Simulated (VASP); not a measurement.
# Al2GaP3 in VASP: further runs

The runs below take Al2GaP3 through single point, with PBE.

Everything below comes from runs of VASP 6.6.1. Logs are shortened: lines on timing, memory, paths and dates and some standing lists are left out, and cuts for length are marked.

## (1) The cell of the first run

Symmetry: P31m, No. 157, trigonal system. Conventional cell: a = 6.731 Å, b = 6.731 Å, c = 6.389 Å, α = 90.00°, β = 90.00°, γ = 120.00°. Al (site symmetry 3m) has 4 P at 2.38 to 2.39 Å within 3.1 Å. Within 3.1 Å of Al (site symmetry m) lie 4 P at 2.38 to 2.39 Å. Within 3.2 Å of Ga (site symmetry 3) lie 4 P at 2.39 to 2.40 Å. P (site symmetry 3) has 3 Al at 2.38 Å and 1 Ga at 2.40 Å within 3.1 Å. P (site symmetry 3m) has 4 Al at 2.38 to 2.39 Å within 3.1 Å. P (site symmetry m) has 2 Al at 2.38 to 2.39 Å and 2 Ga at 2.39 Å within 3.1 Å.

## (2) Single point, PBE

Input file INCAR:

```
ALGO     = Normal         # electronic algorithm
EDIFF    = 1E-6           # SCF threshold, eV
ENCUT    = 520            # plane-wave cutoff, eV
GGA      = PE             # functional
ISIF     = 2              # what is computed and relaxed
ISMEAR   = 0              # smearing method
LASPH    = T              # aspherical terms in the spheres
LCHARG   = T              # write CHGCAR
LELF     = T              # ELF
LREAL    = F              # projectors in reciprocal space
LVHAR    = T            
LWAVE    = F              # write WAVECAR
NBANDS   = 46             # bands
NELM     = 100            # most SCF steps
PREC     = Accurate       # precision mode
SIGMA    = 0.1            # smearing width, eV
```

Input file KPOINTS:

```
k-points
0
Gamma
  2 3 3
```

Input file POSCAR:

```
Al2GaP3
1.0
    0.0000000000      0.0000000000      6.3887221000
    6.7305890252      0.0000000000      0.0000000000
   -3.3652945126      5.8288610782      0.0000000000
Al Ga P
4 2 6
Direct
    0.0003880000      0.0000000000      0.0000000000
    0.4996800000      0.6667410000      0.6667410000
    0.4996800000      0.3332590000      0.0000000000
    0.4996800000      0.0000000000      0.3332590000
    0.0009550000      0.3333333333      0.6666666667
    0.0009550000      0.6666666667      0.3333333333
    0.3758420000      0.3333333333      0.6666666667
    0.3744660000      0.0000000000      0.0000000000
    0.3758420000      0.6666666667      0.3333333333
    0.8741710000      0.6670770000      0.6670770000
    0.8741710000      0.3329230000      0.0000000000
    0.8741710000      1.0000000000      0.3329230000
```

Potentials or basis: VASP PAW PBE potentials, release 64 (Al, Ga_d, P).

Command:

```console
cat potpaw_PBE.64/Al/POTCAR potpaw_PBE.64/Ga_d/POTCAR potpaw_PBE.64/P/POTCAR > POTCAR
mpirun -np 1 vasp_std > vasp.out
```

OUTCAR:

```text
EDIFF = 1E-6
   ENCUT = 520
   GGA = PE
   ISIF = 2
   ISMEAR = 0
   LASPH = T
   LREAL = F
   NELM = 100
   PREC = Accurate

 ion  position               nearest neighbor table
   1  0.000  0.000  0.000-  10 2.38  12 2.38  11 2.38   8 2.39
   2  0.500  0.667  0.667-   9 2.38   7 2.38   8 2.38  10 2.39
   3  0.500  0.333  0.000-   7 2.38   9 2.38   8 2.38  11 2.39
   4  0.500  0.000  0.333-   9 2.38   7 2.38   8 2.38  12 2.39
   5  0.001  0.333  0.667-  11 2.39  12 2.39  10 2.39   7 2.40
   6  0.001  0.667  0.333-  12 2.39  11 2.39  10 2.39   9 2.40
   7  0.376  0.333  0.667-   3 2.38   4 2.38   2 2.38   5 2.40
   8  0.374  0.000  0.000-   2 2.38   4 2.38   3 2.38   1 2.39
   9  0.376  0.667  0.333-   4 2.38   3 2.38   2 2.38   6 2.40
  10  0.874  0.667  0.667-   1 2.38   6 2.39   5 2.39   2 2.39
  11  0.874  0.333  0.000-   1 2.38   5 2.39   6 2.39   3 2.39
  12  0.874  0.000  0.333-   1 2.38   6 2.39   5 2.39   4 2.39

  LATTYP: Found a hexagonal cell.
 ALAT       =     6.7305890252
 C/A-ratio  =     0.9492069826

  Lattice vectors:

 A1 = (   6.7305890252,   0.0000000000,   0.0000000000)
 A2 = (  -3.3652945126,   5.8288610782,   0.0000000000)
 A3 = (   0.0000000000,   0.0000000000,   6.3887221000)

Analysis of symmetry for initial positions (statically):
=====================================================================
 Subroutine PRICEL returns:
 Original cell was already a primitive cell.

 Routine SETGRP: Setting up the symmetry group for a
 hexagonal supercell.

 Subroutine GETGRP returns: Found  6 space group operations
 (whereof  6 operations were pure point group operations)
 out of a pool of 24 trial point group operations.

The static configuration has the point symmetry C_3v.

Analysis of symmetry for dynamics (positions and initial velocities):
=====================================================================
 Subroutine PRICEL returns:
 Original cell was already a primitive cell.

 Routine SETGRP: Setting up the symmetry group for a
 hexagonal supercell.

 Subroutine GETGRP returns: Found  6 space group operations
 (whereof  6 operations were pure point group operations)
 out of a pool of 24 trial point group operations.

The dynamic configuration has the point symmetry C_3v.

 Subroutine INISYM returns: Found  6 space group operations
 (whereof  6 operations are pure point group operations),
 and found     1 'primitive' translations

----------------------------------------------------------------------------------------

                                     Primitive cell

  volume of cell :     250.6402

  direct lattice vectors                    reciprocal lattice vectors
     0.000000000  0.000000000  6.388722100     0.000000000  0.000000000  0.156525825
     6.730589025  0.000000000  0.000000000     0.148575406  0.085780051  0.000000000
    -3.365294513  5.828861078  0.000000000     0.000000000  0.171560102  0.000000000

  length of vectors
     6.388722100  6.730589025  6.730589025     0.156525825  0.171560102  0.171560102

  position of ions in fractional coordinates (direct lattice)
     0.000388000  0.000000000  0.000000000
     0.499680000  0.666741000  0.666741000
     0.499680000  0.333259000  0.000000000
     0.499680000  0.000000000  0.333259000
     0.000955000  0.333333333  0.666666667
     0.000955000  0.666666667  0.333333333
     0.375842000  0.333333333  0.666666667
     0.374466000  0.000000000  0.000000000
     0.375842000  0.666666667  0.333333333
     0.874171000  0.667077000  0.667077000
     0.874171000  0.332923000  0.000000000
     0.874171000  0.000000000  0.332923000

  ion indices of the primitive-cell ions
   primitive index   ion index
                 1           1
                 2           2
                 3           3
                 4           4
                 5           5
                 6           6
                 7           7
                 8           8
                 9           9
                10          10
                11          11
                12          12

----------------------------------------------------------------------------------------

 KPOINTS: k-points

Automatic generation of k-mesh.
 Grid dimensions read from file:
 generate k-points for:    2    3    3

 Generating k-lattice:

  Cartesian coordinates                     Fractional coordinates (reciprocal lattice)
     0.000000000  0.000000000  0.078262913     0.500000000  0.000000000  0.000000000
     0.049525135  0.028593350  0.000000000     0.000000000  0.333333333 -0.000000000
     0.000000000  0.057186701  0.000000000     0.000000000  0.000000000  0.333333333

  Length of vectors
     0.078262913  0.057186701  0.057186701

  Shift w.r.t. Gamma in fractional coordinates (k-lattice)
     0.000000000  0.000000000  0.000000000

 Subroutine IBZKPT returns following result:
 ===========================================

 Found      6 irreducible k-points:

 Following reciprocal coordinates:
            Coordinates               Weight
  0.000000  0.000000  0.000000      1.000000
  0.500000  0.000000  0.000000      1.000000
  0.000000  0.333333  0.000000      6.000000
  0.500000  0.333333  0.000000      6.000000
  0.000000  0.333333  0.333333      2.000000
  0.500000  0.333333  0.333333      2.000000
   k-points           NKPTS =      6   k-points in BZ     NKDIM =      6   number of bands    NBANDS=     46
   number of dos      NEDOS =    301   number of ions     NIONS =     12
   total plane-waves  NPLWV = 120000
   dimension x,y,z NGX =    48 NGY =   50 NGZ =   50
   dimension x,y,z NGXF=    96 NGYF=  100 NGZF=  100
   ions per type =               4   2   6
   NGX,Y,Z   is equivalent  to a cutoff of  12.49, 12.35, 12.35 a.u.
   NGXF,Y,Z  is equivalent  to a cutoff of  24.98, 24.70, 24.70 a.u.
 SYSTEM =  unknown system
   PREC   = accura    normal or accurate (medium, high low for compatibility)
   ISTART =      0    job   : 0-new  1-cont  2-samecut
   ICHARG =      2    charge: 1-file 2-atom 10-const
   ISPIN  =      1    spin polarized calculation?
   LNONCOLLINEAR =      F non collinear calculations
   LSORBIT =      F    spin-orbit coupling
   LASPH  =      T    aspherical Exc in radial PAW
   ENCUT  =  520.0 eV  38.22 Ry    6.18 a.u.  11.88 12.51 12.51*2*pi/ulx,y,z
   NELM   =    100;   NELMIN=  2; NELMDL= -5     # of ELM steps
   EDIFF  = 0.1E-05   stopping-criterion for ELM
   LREAL  =      F    real-space projection
   EDIFFG = 0.1E-04   stopping-criterion for IOM
   NSW    =      0    number of steps for IOM
   IBRION =     -1    ionic relax: 0-MD 1-quasi-New 2-CG
   NFREE  =      0    steps in history (QN), initial steepest desc. (CG)
   ISIF   =      2    stress and relaxation
   ISYM   =      2    0-nonsym 1-usesym 2-fastsym
   POTIM  = 0.5000    time-step for ionic-motion
   TEBEG  =    0.0;   TEEND  =   0.0 temperature during run
   PSTRESS=    0.0 pullay stress
   NELECT =      68.0000    total number of electrons
   NUPDOWN=      -1.0000    fix difference up-down
   EMIN   =  10.00;   EMAX   =-10.00  energy-range for DOS
   EFERMI =   0.00;   METHOD = LEGACY
   ISMEAR =     0;   SIGMA  =   0.10  broadening in eV -4-tet -1-fermi 0-gaus
   EFERMI_NEDOS =   21; number of points for ismear=-14 and -15
   IALGO  =     38    algorithm
   IMIX   =      4    mixing-type and parameters
     AMIX     =   0.40;   BMIX     =  1.00
     AMIX_MAG =   1.60;   BMIX_MAG =  1.00
  volume/ion in A,a.u.               =      20.89       140.95
  Fermi-wavevector in a.u.,A,eV,Ry     =   1.059809  2.002748 15.281993  1.123195
  Thomas-Fermi vector in A             =   2.195168
   LORBIT       =      0    0 simple, 1 ext, 2 COOP (PROOUT), +10 PAW based schemes
   GGA     = PE    functional components
   LHFCALC =     F    Hartree Fock is set to
   AEXX    =    0.0000 exact exchange contribution
   IVDW    =     0    specifies the selected vdW correction
   LEPSILON=     F    determine dielectric tensor
   LRPA    =     F    only Hartree local field effects (RPA)
 non-spin polarized calculation
 Gauss-broadening in eV      SIGMA  =   0.10
  energy-cutoff  :      520.00
  volume of cell :      250.64
 maximum number of plane-waves:      6792
 NGX is ok and might be reduce to    48
   NGX = 23   NGY = 25   NGZ = 25

 number of electron      68.0000011 magnetization

 Free energy of the ion-electron system (eV)
  ---------------------------------------------------
  ext. energy  EPLUGINS =         0.00000000
  ---------------------------------------------------
  free energy    TOTEN  =       -59.67656111 eV

  energy without entropy =      -59.67656111  energy(sigma->0) =      -59.67656111

 E-fermi :   4.9445     XC(G=0):  -9.2959

 val. band max:        4.4396837985   @ k =   0.0000   0.0000   0.0000
 cond. band min:       6.2747596898   @ k =   0.0000   0.0000   0.0000
 fundamental gap:      1.8350758913
 Fermi energy:         4.9444789075

 k-point     1 :       0.0000    0.0000    0.0000
  band No.  band energies     occupation
      1      -9.9241      2.00000
      2      -9.9241      2.00000
      3      -9.9123      2.00000
      4      -9.8796      2.00000
      5      -9.8690      2.00000
      6      -9.8690      2.00000
[... 38 lines left out ...]
     45      10.0783      0.00000
     46      10.3172      0.00000

 k-point     2 :       0.5000    0.0000    0.0000
  band No.  band energies     occupation
      1      -9.9242      2.00000
      2      -9.9242      2.00000
      3      -9.9114      2.00000
      4      -9.8773      2.00000
      5      -9.8691      2.00000
      6      -9.8691      2.00000
[... 188 lines left out ...]
 k-point     6 :       0.5000    0.3333    0.3333
  band No.  band energies     occupation
      1      -9.9340      2.00000
      2      -9.9142      2.00000
      3      -9.9142      2.00000
      4      -9.8763      2.00000
      5      -9.8763      2.00000
      6      -9.8603      2.00000
[... 38 lines left out ...]
     45       8.5123      0.00000
     46       8.7244      0.00000

------------------------ aborting loop because EDIFF is reached ----------------------------------------

  FORCE on cell =-STRESS in cart. coord.  units (eV):
  Direction    XX          YY          ZZ          XY          YZ          ZX
  --------------------------------------------------------------------------------------
  -------------------------------------------------------------------------------------
  Total       -0.1984077     -0.1984077     -0.0392457      0.0000000      0.0000000     -0.0000000
  in kB       -1.2682892     -1.2682892     -0.2508716      0.0000000      0.0000000     -0.0000000
  external PRESSURE =      -0.9291500 kB  Pullay stress =       0.0000000 kB

 VOLUME and BASIS-vectors are now :
 -----------------------------------------------------------------------------
  energy-cutoff  :      520.00
  volume of cell :      250.64
      direct lattice vectors                 reciprocal lattice vectors
     0.000000000  0.000000000  6.388722100     0.000000000  0.000000000  0.156525825
     6.730589025  0.000000000  0.000000000     0.148575406  0.085780051  0.000000000
    -3.365294513  5.828861078  0.000000000     0.000000000  0.171560102  0.000000000

 POSITION                                       TOTAL-FORCE (eV/Angst)
 -----------------------------------------------------------------------------------
      0.00000      0.00000      0.00248        -0.000000      0.000000      0.011204
      2.24378      3.88634      3.19232        -0.001932     -0.003346     -0.016384
      2.24303      0.00000      3.19232         0.003864      0.000000     -0.016384
     -1.12151      1.94252      3.19232        -0.001932      0.003346     -0.016384
     -0.00000      3.88591      0.00610        -0.000000      0.000000      0.002456
      3.36529      1.94295      0.00610        -0.000000      0.000000      0.002456
     -0.00000      3.88591      2.40115        -0.000000      0.000000      0.005766
      0.00000      0.00000      2.39236        -0.000000      0.000000     -0.004827
      3.36529      1.94295      2.40115        -0.000000      0.000000      0.005766
      2.24491      3.88830      5.58484        -0.002641     -0.004574      0.008776
      2.24077      0.00000      5.58484         0.005282      0.000000      0.008776
     -1.12038      1.94056      5.58484        -0.002641      0.004574      0.008776
 -----------------------------------------------------------------------------------
    total drift:                               -0.000006      0.000005     -0.000719

  FREE ENERGIE OF THE ION-ELECTRON SYSTEM (eV)
  ---------------------------------------------------
  free  energy   TOTEN  =       -59.6765611061 eV

  energy  without entropy=      -59.6765611061  energy(sigma->0) =      -59.67656111
```

It took 46 s on 1 thread of Intel Xeon 6975P-C (Granite Rapids), shared host; peak memory 0.35 GiB.

What came out:

```
Free energy            : -59.6766 eV
Pressure               : -0.1 GPa
Largest force          : 0.017 eV/Å
Band gap on the k mesh : 1.84 eV, direct
```

Forces in eV/Å, atoms in the order of the input:
```
Al   0.000  0.000  0.011
Al  -0.002 -0.003 -0.016
Al   0.004  0.000 -0.016
Al  -0.002  0.003 -0.016
Ga   0.000  0.000  0.002
Ga   0.000  0.000  0.002
P    0.000  0.000  0.006
P    0.000  0.000 -0.005
P    0.000  0.000  0.006
P   -0.003 -0.005  0.009
P    0.005  0.000  0.009
P   -0.003  0.005  0.009
```

Stress tensor (GPa, compression positive):
```
-0.13  0.00  0.00
 0.00 -0.13  0.00
 0.00  0.00 -0.03
```

Levels at points of the mesh, in eV from the valence-band top:
| k point | band 32 | band 33 | band 34 | band 35 | band 36 | band 37 |
| --- | --- | --- | --- | --- | --- | --- |
| (0.00, 0.00, 0.00) | -0.15 | 0.00 | 0.00 | 1.84 | 2.28 | 2.28 |
| (0.50, 0.00, 0.00) | -0.65 | -0.47 | -0.47 | 2.30 | 2.48 | 3.00 |

Caveat: the k points lie up to 0.49 Å⁻¹ apart. A k mesh can miss the band edges.

## (3) Single point, PBE

Input file INCAR:

```
SYSTEM = Al2GaP3
ALGO = Normal ; EDIFF = 1E-6
ENCUT = 520 ; GGA = PE
ISIF = 2 ; ISMEAR = 0
LASPH = .TRUE. ; LCHARG = .FALSE.
LREAL = .FALSE. ; LWAVE = .FALSE.
NBANDS = 46 ; NELM = 80
PREC = Accurate ; SIGMA = 0.1
```

Input file KPOINTS:

```
k-points
0
G
  3 3 4
  0 0 0
```

Input file POSCAR:

```
Al2GaP3
1.0
    6.7305890000      0.0000000000      0.0000000000
   -3.3652945000      5.8288611000      0.0000000000
    0.0000000000      0.0000000000      6.3887221000
Al Ga P
4 2 6
Direct
    0.0000000000      0.0000000000      0.0003880000
    0.6667410000      0.6667410000      0.4996800000
    0.3332590000      0.0000000000      0.4996800000
    0.0000000000      0.3332590000      0.4996800000
    0.3333333000      0.6666667000      0.0009550000
    0.6666667000      0.3333333000      0.0009550000
    0.3333333000      0.6666667000      0.3758420000
    0.0000000000      0.0000000000      0.3744660000
    0.6666667000      0.3333333000      0.3758420000
    0.6670770000      0.6670770000      0.8741710000
    0.3329230000      0.0000000000      0.8741710000
    0.0000000000      0.3329230000      0.8741710000
```

Potentials or basis: VASP PAW PBE potentials, release 64 (Al, Ga_d, P).

Command:

```console
cat potpaw_PBE.64/Al/POTCAR potpaw_PBE.64/Ga_d/POTCAR potpaw_PBE.64/P/POTCAR > POTCAR
mpirun -np 1 vasp_std > vasp.out
```

It took 95 s on 1 thread of Intel Xeon 6975P-C (Granite Rapids), shared host; peak memory 0.37 GiB.

The run converged. Its results:

| Item | Value |
| --- | --- |
| Free energy | -59.6543 eV |
| Pressure | -0.1 GPa |
| Largest force | 0.007 eV/Å |
| Band gap on the k mesh | 1.71 eV, indirect (least direct gap 1.83 eV) |

Forces on the atoms (eV/Å):
```
Al   0.000  0.000  0.001
Al   0.000  0.000  0.001
Al   0.000  0.000  0.001
Al   0.000  0.000  0.001
Ga   0.000  0.000  0.000
Ga   0.000  0.000  0.000
P    0.000  0.000  0.006
P    0.000  0.000  0.001
P    0.000  0.000  0.006
P    0.002  0.003 -0.005
P   -0.004  0.000 -0.005
P    0.002 -0.003 -0.005
```

Levels at points of the mesh, in eV from the valence-band top:
| k point | band 32 | band 33 | band 34 | band 35 | band 36 | band 37 |
| --- | --- | --- | --- | --- | --- | --- |
| (0.00, 0.00, 0.00) | -0.15 | 0.00 | 0.00 | 1.83 | 2.28 | 2.28 |
| (0.00, 0.00, 0.50) | -0.66 | -0.47 | -0.47 | 2.30 | 2.48 | 2.99 |

A k mesh can miss the band edges.

## (4) Single point, PBE

Input file INCAR:

```
SYSTEM = Al2GaP3
PREC = Accurate
ENCUT = 520
EDIFF = 1E-6
ISMEAR = 0
SIGMA = 0.1
LREAL = .FALSE.
LASPH = .TRUE.
NELM = 80
ALGO = Normal
ISIF = 2
LWAVE = .FALSE.
LCHARG = .TRUE.
GGA = PE
LELF = .TRUE.
LVHAR = .TRUE.
NBANDS = 46
```

Input file KPOINTS:

```
Automatic mesh
0
G
  2 3 3
  0 0 0
```

Input file POSCAR:

```
Al2GaP3
1.0
    0.0002905715     -0.0006311550      6.3856279392
    6.7338662831      0.0002433710      0.0004198563
   -3.3667432754      5.8283600184     -0.0007443452
Al Ga P
4 2 6
Direct
    0.0001998847     -0.0000201997     -0.0000291359
    0.4994406402      0.6667417089      0.6667575665
    0.4994534910      0.3333265028      0.0000467253
    0.4994492417      0.0000819902      0.3333768618
    0.0009533249      0.3332784651      0.6665931123
    0.0009873710      0.6666237262      0.3333175814
    0.3759262706      0.3334515337      0.6667170457
    0.3744857392      0.0000928630      0.0000245933
    0.3759543072      0.6667616450      0.3333396916
    0.8743839039      0.6667967121      0.6668700440
    0.8743834869      0.3330039030     -0.0000417189
    0.8743833387      0.9998611501      0.3330276328
```

Command:

```console
cat potpaw_PBE.64/Al/POTCAR potpaw_PBE.64/Ga_d/POTCAR potpaw_PBE.64/P/POTCAR > POTCAR
mpirun -np 1 vasp_std > vasp.out
```

Wall time 77 s (1 thread of Intel Xeon 6975P-C (Granite Rapids), shared host); peak memory 0.38 GiB.

The run converged. Its results:

| Quantity | Value |
| --- | --- |
| Free energy | -59.6765 eV |
| Pressure | -0.1 GPa |
| Largest force | 0.014 eV/Å |
| Band gap on the k mesh | 1.83 eV, direct |

Forces on the atoms (eV/Å):
```
Al  -0.001  0.000  0.014
Al   0.000 -0.002  0.004
Al   0.001  0.000  0.003
Al  -0.002  0.000  0.003
Ga  -0.002  0.001  0.005
Ga  -0.001  0.000  0.005
P    0.000 -0.001  0.002
P    0.000  0.000 -0.007
P    0.000  0.001  0.002
P    0.004  0.005 -0.011
P   -0.004  0.000 -0.010
P    0.004 -0.004 -0.010
```

Stress tensor (GPa, compression positive):
```
-0.16  0.00 -0.01
 0.00 -0.11  0.01
-0.01  0.01  0.00
```

Levels at points of the mesh, in eV from the valence-band top:
| k point | band 32 | band 33 | band 34 | band 35 | band 36 | band 37 |
| --- | --- | --- | --- | --- | --- | --- |
| (0.00, 0.00, 0.00) | -0.14 | 0.00 | 0.00 | 1.83 | 2.29 | 2.29 |
| (0.50, 0.00, 0.00) | -0.66 | -0.47 | -0.47 | 2.30 | 2.48 | 2.99 |

Caveat: the k points lie up to 0.49 Å⁻¹ apart. A k mesh can miss the band edges.

(Part 1 of 2 ends here.)
